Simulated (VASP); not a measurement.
Wanted: the native input for a VASP 6.6.1 run.

```
Task                   : single point
Functional             : PBE
Potentials or basis    : VASP PAW PBE potentials, release 64 (Sc_sv, B, Pt)
Cutoff                 : 520 eV
k mesh                 : 8 × 8 × 8
Occupations            : fermi-dirac, width 0.1 eV
Spin                   : no spin polarisation
Dipole correction      : no
Further INCAR settings : ALGO = Normal; EDIFF = 1e-06; NBANDS = 30
```

The structure of ScBPt3 lies in POSCAR:

```
ScBPt3
1.0
    4.2479488133      0.0000000000      0.0000000000
    0.0000000000      4.2479488133      0.0000000000
    0.0000000000      0.0000000000      4.2907130793
Sc B Pt
1 1 3
Direct
    0.0000000000      0.0000000000      0.0000000000
    0.5000000000      0.5000000000      0.5000000000
    0.0000000000      0.5000000000      0.5000000000
    0.5000000000      0.5000000000      0.0000000000
    0.5000000000      0.0000000000      0.5000000000
```

One way to write it, as run:

INCAR

```
SYSTEM = ScBPt3
PREC = Accurate
ENCUT = 520
EDIFF = 1E-6
ISMEAR = -1
SIGMA = 0.1
LREAL = .FALSE.
LASPH = .TRUE.
NELM = 60
ALGO = Normal
ISIF = 2
LWAVE = .FALSE.
LCHARG = .FALSE.
GGA = PE
NBANDS = 30
```

KPOINTS

```
regular mesh
0
G
  8 8 8
  0 0 0
```

Potentials or basis: VASP PAW PBE potentials, release 64 (Sc_sv, B, Pt).

Run with:

```console
$ cat potpaw_PBE.64/Sc_sv/POTCAR potpaw_PBE.64/B/POTCAR potpaw_PBE.64/Pt/POTCAR > POTCAR
$ mpirun -np 1 vasp_std > vasp.out
```

It gave:

```yaml
Pressure: -0.9 GPa
Band_gap_on_the_k_mesh: zero (bands 22 and 23 overlap by 1.32 eV)
```

Caveat: spin-orbit coupling is left out, which moves the levels of the heavy elements.

Run time: 55 s on 1 thread of Intel(R) Xeon(R) 6975P-C (Granite Rapids) (shared host), peak memory 0.29 GiB.
